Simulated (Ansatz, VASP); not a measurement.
## Mg: VASP beside Ansatz

Contents of INCAR:

```
SYSTEM = Mg
PREC = Accurate
ENCUT = 520
EDIFF = 1E-6
ISMEAR = 0
SIGMA = 0.1
LREAL = .False.
LASPH = .True.
NELM = 100
ALGO = Normal
ISIF = 2
LWAVE = .False.
LCHARG = .True.
GGA = PE
IVDW = 12
LELF = .True.
LVHAR = .True.
NBANDS = 12
```

Contents of KPOINTS:

```
regular mesh
0
Gamma
  6 6 2
  0 0 0
```

Contents of POSCAR:

```
Mg
1.0
    3.1768261656      0.0000000000      0.0000000000
   -1.5884130828      2.7512121628      0.0000000000
    0.0000000000      0.0000000000     10.3188620100
Mg
4
Direct
    0.0000000000      0.0000000000      0.0000000000
    0.3333333300      0.6666666700      0.2500000000
    0.0000000000      0.0000000000      0.5000000000
    0.6666666700      0.3333333300      0.7500000000
```

Input for Ansatz:

```yaml
crystal:
  lattice:
    - [3.1768261656, 0.0, 0.0]
    - [-1.5884130828, 2.7512121628, 0.0]
    - [0.0, 0.0, 10.31886201]
  atoms:
    - { symbol: Mg, position: [0.0, 0.0, 0.0] }
    - { symbol: Mg, position: [0.33333333, 0.66666667, 0.25] }
    - { symbol: Mg, position: [0.0, 0.0, 0.5] }
    - { symbol: Mg, position: [0.66666667, 0.33333333, 0.75] }
basis:
  ecutwfc: 420
kpoints:
  mp_grid: { grid: [6, 6, 2] }
hamiltonian:
  xc: pbe
  dispersion: d3bj
scf:
  occupations: { method: gaussian, width: 0.1 }
output:
  forces: true
  stress: true
  eigenvalues: true
```

Alike in both runs: task single point; functional PBE; dispersion D3(BJ); k mesh 6 × 6 × 2; occupations gaussian, width 0.1 eV; no spin polarisation.

|  | VASP | Ansatz |
| --- | --- | --- |
| version | VASP 6.6.1 | Ansatz 0.2.0 |
| potentials or method | VASP PAW PBE potentials, release 64 (Mg), cutoff 520 eV | scalar-relativistic, plane waves, PAW |
| valence electrons in the cell | 8 | 40 |

Ansatz gave:

| Quantity | Value |
| --- | --- |
| gap on the k mesh at the Fermi level (eV) | none |
| pressure (GPa) | -1.3 |
| traceless stress, the component that is largest in VASP (GPa) | 0.68 |

Task: What did VASP give for the same quantities?

Result: gap on the k mesh at the Fermi level (eV): none; pressure (GPa): -1.4; traceless stress, the component that is largest in VASP (GPa): 0.69.

A gap of «none» marks a metal or a gap that the smearing closes. VASP's potentials hold 8 valence electrons a cell and Ansatz's 40, so a difference there can come from the potentials and not from the codes.

The k mesh is coarse, so the values compare programs but aren't converged.
